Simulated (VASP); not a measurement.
A run of VASP 6.6.1 is set up as follows.

Contents of INCAR:

```
PREC = Accurate
ENCUT = 520
EDIFF = 1E-7
ISMEAR = -1
SIGMA = 0.1
LREAL = False
LASPH = True
NELM = 60
ALGO = Normal
ISIF = 2
LWAVE = False
LCHARG = False
GGA = PE
NBANDS = 15
```

File KPOINTS:

```
regular mesh
0
Gamma
  21 21 12
```

POSCAR

```
Os
1.0
    2.8620294447      0.0000000000      0.0000000000
   -1.4310147224      2.4785902055      0.0000000000
    0.0000000000      0.0000000000      4.5098403606
Os
2
Direct
    0.3333333333      0.6666666667      0.2500000000
    0.6666666667      0.3333333333      0.7500000000
```

Potentials or basis: VASP PAW PBE potentials, release 64 (Os).

Run with:

```console
$ cat potpaw_PBE.64/Os/POTCAR > POTCAR
$ mpirun -np 1 vasp_std > vasp.out
```

Problem. What does it give for the band gap on the k mesh?

Solution. Zero (bands 8 and 9 overlap by 3.12 eV).

Problem. Estimate the pressure.

Solution. -34.7 GPa.

Stress tensor (GPa, compression positive):
```
-34.05   0.00   0.00
  0.00 -34.05   0.00
  0.00   0.00 -35.94
```

Caveat: the cell stands under tension; spin-orbit coupling is left out, which moves the levels of the heavy elements.
